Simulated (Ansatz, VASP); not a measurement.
Two plane-wave programs on Ti

```
Ti
1.0
     2.82092    0.00000    0.00000
    -1.41046    2.44299    0.00000
     0.00000    0.00000    4.27858
Ti
2
Direct
  0.33333 0.66667 0.25000
  0.66667 0.33333 0.75000
```

Change from the starting cell: strain -0.040 along x and y, -0.080 along z, atoms carried along.

Alike in both runs: task single point; functional PBE; k mesh 24 × 24 × 14; occupations gaussian, width 0.15 eV; no spin polarisation.

|  | VASP | Ansatz |
| --- | --- | --- |
| version | VASP 6.6.1 | Ansatz 0.2.0 |
| potentials or method | VASP PAW PBE potentials, release 64 (Ti_sv), cutoff 520 eV | scalar-relativistic, plane waves, PAW |
| valence electrons in the cell | 24 | 24 |

```csv
,VASP,Ansatz,Ansatz less VASP
gap on the k mesh at the Fermi level (eV),none,none,-
pressure (GPa),24.2,24.9,+0.71
"traceless stress, the component that is largest in VASP (GPa)",4.52,4.51,-0.009
```

A gap of «none» marks a metal or a gap that the smearing closes.
